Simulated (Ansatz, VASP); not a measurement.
## SiC3 in VASP and in Ansatz

```
CELL_PARAMETERS angstrom
5.60997 0.00000 0.00000
0.00000 5.60997 0.00000
0.00000 0.00000 3.05623
ATOMIC_POSITIONS crystal
Si 0.00000 0.00000 0.00000
C 0.50000 0.50000 0.21344
C 0.00000 0.00000 0.50000
C 0.50000 0.50000 0.78656
```

Alike in both runs: functional PBE; k mesh 6 × 6 × 10; occupations gaussian, width 0.02 eV; no spin polarisation.

Ansatz relaxed the structure, and its values are those at the end. VASP's run is a single point on that final structure, the one shown.

|  | VASP | Ansatz |
| --- | --- | --- |
| version | VASP 6.6.1 | Ansatz 0.2.0 |
| potentials or method | VASP PAW PBE potentials, release 64 (Si, C), cutoff 520 eV | scalar-relativistic, plane waves, PAW |
| valence electrons in the cell | 16 | 16 |

|  | VASP | Ansatz | Ansatz less VASP |
| --- | --- | --- | --- |
| gap on the k mesh at the Fermi level (eV) | 1.15 | 1.15 | -0.007 |
| least direct gap on the mesh (eV) | 1.54 | 1.54 | -0.002 |
| pressure (GPa) | 0.0 | 0.0 | +0.01 |
| rms of the force components (eV/Å) | 0.028 | 0.000 | -0.0280 |
